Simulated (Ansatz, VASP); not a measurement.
**Two plane-wave programs on BeTe**

POSCAR

```
BeTe
1.0
    0.0000000000      2.8286236224      2.8286236224
    2.8286236224      0.0000000000      2.8286236224
    2.8286236224      2.8286236224      0.0000000000
Be Te
1 1
Direct
    0.0000000000      0.0000000000      0.0000000000
    0.2500000000      0.2500000000      0.2500000000
```

The input INCAR.step1:

```
SYSTEM = BeTe
PREC = Accurate
ENCUT = 520
ISMEAR = 0
SIGMA = 0.01
LREAL = .FALSE.
LASPH = .TRUE.
NELM = 100
NBANDS = 11
GGA = PE
ALGO = Normal
EDIFF = 1E-4
LWAVE = .TRUE.
LCHARG = .FALSE.
```

Contents of INCAR.step2:

```
SYSTEM = BeTe
PREC = Accurate
ENCUT = 520
EDIFF = 1E-6
ISMEAR = 0
SIGMA = 0.01
LREAL = .FALSE.
LASPH = .TRUE.
NELM = 100
ALGO = Normal
ISIF = 2
LWAVE = .FALSE.
LCHARG = .FALSE.
METAGGA = R2SCAN
LMIXTAU = .TRUE.
NBANDS = 11
ISTART = 1
```

Contents of KPOINTS:

```
regular mesh
0
G
  8 8 8
  0 0 0
```

Input for Ansatz:

```yaml
crystal:
  lattice:
    - [0.0, 2.8286236224, 2.8286236224]
    - [2.8286236224, 0.0, 2.8286236224]
    - [2.8286236224, 2.8286236224, 0.0]
  atoms:
    - { symbol: Be, position: [0.0, 0.0, 0.0] }
    - { symbol: Te, position: [0.25, 0.25, 0.25] }
kpoints:
  mp_grid: { grid: [8, 8, 8] }
hamiltonian:
  xc: r2scan
scf:
  occupations: { method: fixed }
output:
  optics: { e_range: [0, 14], de: 0.05, sigma: 0.1, bands: auto }
```

Alike in both runs: task single point; functional r2SCAN; k mesh 8 × 8 × 8; no spin polarisation.

|  | VASP | Ansatz |
| --- | --- | --- |
| version | VASP 6.6.1 | Ansatz 0.2.0 |
| potentials or method | VASP PAW PBE potentials, release 64 (Be, Te) | plane waves, PAW |
| plane-wave cutoff (eV) | 520 | 500 |
| occupations | gaussian, width 0.01 eV | fixed |
| valence electrons in the cell | 8 | 18 |

```tsv
	VASP	Ansatz	Ansatz less VASP
gap on the k mesh at the Fermi level (eV)	2.37	2.38	+0.006
```

VASP's potentials were made for PBE, not for r2SCAN. VASP's potentials hold 8 valence electrons a cell and Ansatz's 18, so a difference there can come from the potentials and not from the codes.

Spin-orbit coupling is off throughout.
